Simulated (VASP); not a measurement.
Wanted: the native input for a VASP 6.6.1 run.

```
Task                   : relaxation of cell and atoms
Functional             : PBEsol
Potentials or basis    : VASP PAW PBE potentials, release 64 (V_sv)
Cutoff                 : 600 eV
k mesh                 : 12 × 12 × 18
Occupations            : gaussian, width 0.1 eV
Spin                   : no spin polarisation
Dipole correction      : no
Further INCAR settings : ALGO = Fast; EDIFF = 1e-06; IBRION = 2; EDIFFG = -0.01; NSW = 80; ISIF = 3
```

The structure of V lies in POSCAR:

```
V
1.0
    4.4027414692      0.0000000000      0.0000000000
   -2.2013707346      3.8128859587      0.0000000000
    0.0000000000      0.0000000000      2.3438345491
V
3
Direct
    0.0000000000      0.0000000000      0.0000000000
    0.3333333333      0.6666666667      0.5000000000
    0.6666666667      0.3333333333      0.5000000000
```

One way to write it, as run:

INCAR

```
  PREC = Accurate
  ENCUT = 600
  EDIFF = 1E-6
  ISMEAR = 0
  SIGMA = 0.1
  LREAL = False
  LASPH = True
  NELM = 60
  ALGO = Fast
  ISIF = 3
  LWAVE = False
  LCHARG = False
  GGA = PS
  IBRION = 2
  NSW = 80
  EDIFFG = -0.01
```

KPOINTS

```
regular mesh
0
Gamma
  12 12 18
```

Potentials or basis: VASP PAW PBE potentials, release 64 (V_sv).

Run with:

```sh
$ cat potpaw_PBE.64/V_sv/POTCAR > POTCAR
$ mpirun -np 1 vasp_std > vasp.out
```

It gave:

```json
{
  "Relaxed volume": "13.15 Å³/atom",
  "Relaxed cell": "a = 4.402 Å, b = 4.402 Å, c = 2.350 Å, α = 90.00°, β = 90.00°, γ = 120.00°",
  "Space group after relaxing (to 0.05 Å)": "P6/mmm (No. 191)",
  "Energy gained by relaxing": "0.1 meV/atom",
  "Ionic steps": "4",
  "Pressure after relaxing": "0.0 GPa"
}
```

Caveat: the PAW data sets were made with another functional, which shifts forces and pressure a little.

Wall time 4.7 min on 1 thread of Intel(R) Xeon(R) 6975P-C (Granite Rapids), on a shared host, peak memory 0.28 GiB.
